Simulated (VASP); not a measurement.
Set up this calculation in VASP 6.6.1, as the native input.

```yaml
Task: relaxation of cell and atoms
Functional: PBE
Potentials_or_basis: VASP PAW PBE potentials, release 64 (Ge_d, Pd)
Cutoff: 500 eV
k_mesh: 8 × 8 × 8
Occupations: gaussian, width 0.1 eV
Spin: no spin polarisation
Dipole_correction: no
Further_INCAR_settings: ALGO = Normal; EDIFF = 1e-07; IBRION = 2; EDIFFG = -0.01; NSW = 100; ISIF = 3
```

The structure of Ge5Pd lies in POSCAR:

```
Ge5Pd
1.0
    0.0000000000      4.6086457885      4.6086457885
    4.6086457885      0.0000000000      4.6086457885
    4.6086457885      4.6086457885      0.0000000000
Ge Pd
5 1
Direct
    0.5000000000      0.5000000000      0.5000000000
    0.3490946535      0.9527160394      0.3490946535
    0.3490946535      0.3490946535      0.3490946535
    0.9527160394      0.3490946535      0.3490946535
    0.3490946535      0.3490946535      0.9527160394
    0.0000000000      0.0000000000      0.0000000000
```

The cell was generated, and may not be a known phase.

These files were run (other wordings do the same):

INCAR

```
SYSTEM = Ge5Pd
PREC = Accurate
ENCUT = 500
EDIFF = 1E-7
ISMEAR = 0
SIGMA = 0.1
LREAL = .False.
LASPH = .True.
NELM = 120
ALGO = Normal
ISIF = 3
LWAVE = .False.
LCHARG = .False.
GGA = PE
IBRION = 2
NSW = 100
EDIFFG = -0.01
GGA_COMPAT = .False.
NELMIN = 4
```

KPOINTS

```
Automatic mesh
0
Gamma
  8 8 8
  0 0 0
```

Potentials or basis: VASP PAW PBE potentials, release 64 (Ge_d, Pd).

The run is started by

```sh
$ cat potpaw_PBE.64/Ge_d/POTCAR potpaw_PBE.64/Pd/POTCAR > POTCAR
$ mpirun -np 1 vasp_std > vasp.out
```

It gave:

```json
{
 "Relaxed volume": "32.25 Å³/atom",
 "Relaxed cell": "a = 6.492 Å, b = 6.492 Å, c = 6.492 Å, α = 60.00°, β = 60.00°, γ = 60.00°",
 "Space group after relaxing (to 0.1 Å)": "F-43m (No. 216)",
 "Energy gained by relaxing": "0.5 meV/atom",
 "Ionic steps": "4",
 "Pressure after relaxing": "0.0 GPa",
 "Band gap on the k mesh": "zero (bands 40 and 41 overlap by 0.17 eV)"
}
```

It took 17 min on 1 thread of Intel(R) Xeon(R) 6975P-C (Granite Rapids) (shared host), peak memory 0.45 GiB.
